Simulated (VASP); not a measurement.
Wanted: the native input for a VASP 6.6.1 run.

- Task: relaxation of cell and atoms
- Functional: PBE
- Potentials or basis: VASP PAW PBE potentials, release 64 (Co)
- Cutoff: 600 eV
- k mesh: 18 × 18 × 10
- Occupations: gaussian, width 0.1 eV
- Spin: collinear spin, ferromagnetic start
- Starting moments: [1.94, 1.94] μB
- Dipole correction: no
- Further INCAR settings: ALGO = Normal; EDIFF = 1e-06; IBRION = 2; EDIFFG = -0.005; NSW = 100; ISIF = 3

The structure of Co lies in POSCAR:

```
Co
1.0
    2.5061280000      0.0000000000      0.0000000000
   -1.2530640000      2.1703700000      0.0000000000
    0.0000000000      0.0000000000      4.0924900000
Co
2
Direct
    0.0000000000      0.0000000000      0.0000000000
    0.3333333300      0.6666666700      0.5000000000
```

The input as run:

INCAR

```
PREC = Accurate
ENCUT = 600
EDIFF = 1E-6
ISMEAR = 0
SIGMA = 0.1
LREAL = F
LASPH = T
NELM = 150
ALGO = Normal
ISIF = 3
LWAVE = F
LCHARG = F
ISPIN = 2
MAGMOM = 1.94 1.94
LORBIT = 11
LMAXMIX = 4
GGA = PE
IBRION = 2
NSW = 100
EDIFFG = -0.005
```

KPOINTS

```
Automatic mesh
0
Gamma
  18 18 10
```

Potentials or basis: VASP PAW PBE potentials, release 64 (Co).

Command:

```console
$ cat potpaw_PBE.64/Co/POTCAR > POTCAR
$ mpirun -np 1 vasp_std > vasp.out
```

It gave:

```yaml
Relaxed_volume: 10.81 Å³/atom
Relaxed_cell: a = 2.490 Å, b = 2.490 Å, c = 4.028 Å, α = 90.00°, β = 90.00°, γ = 120.00°
Space_group_after_relaxing_to_0.1_Å: P6_3/mmc (No. 194)
Energy_gained_by_relaxing: 6.6 meV/atom
Ionic_steps: 5
Pressure_after_relaxing: 0.0 GPa
Net_moment: 3.18 μB per cell
Site_moments: Co +1.61 μB
Valence_electrons_inside_the_program's_atomic_spheres: Co 8.28
```

Wall time 20 min on 1 thread of Intel Xeon 8259CL (shared host), peak memory 0.23 GiB.
